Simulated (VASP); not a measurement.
Here is a VASP 6.6.1 calculation.

Contents of INCAR:

```
SYSTEM = Sn
PREC     = Accurate       ! precision mode
ENCUT    = 520            ! plane-wave cutoff, eV
EDIFF    = 1E-6           ! SCF threshold, eV
ISMEAR   = -1             ! smearing method
SIGMA    = 0.05           ! smearing width, eV
LREAL    = .FALSE.        ! projectors in reciprocal space
LASPH    = .TRUE.         ! aspherical terms in the spheres
NELM     = 100            ! most SCF steps
ALGO     = Normal         ! electronic algorithm
ISIF     = 2              ! what is computed and relaxed
LWAVE    = .FALSE.        ! write WAVECAR
LCHARG   = .FALSE.        ! write CHGCAR
NBANDS   = 21             ! bands
```

Contents of KPOINTS:

```
regular mesh
0
G
  13 13 7
  0 0 0
```

Contents of POSCAR:

```
Sn
1.0
    3.2060022398      0.0000000000      0.0000000000
   -1.6030011199      2.7764793842      0.0000000000
    0.0000000000      0.0000000000      5.1227607911
Sn
2
Direct
    0.3333333333      0.6666666667      0.2500000000
    0.6666666667      0.3333333333      0.7500000000
```

Potentials or basis: VASP PAW LDA potentials, release 64 (Sn_d).

The run is started by

```sh
$ cat potpaw_LDA.64/Sn_d/POTCAR > POTCAR
$ mpirun -np 1 vasp_std > vasp.out
```

**Question.** What does it give for the pressure?

**Answer.** 9.0 GPa.

**Question.** Estimate the band gap on the k mesh.

**Answer.** Zero (bands 14 and 15 overlap by 8.99 eV).

Caveat: the cell stands under pressure; spin-orbit coupling is left out, which moves the levels of the heavy elements.
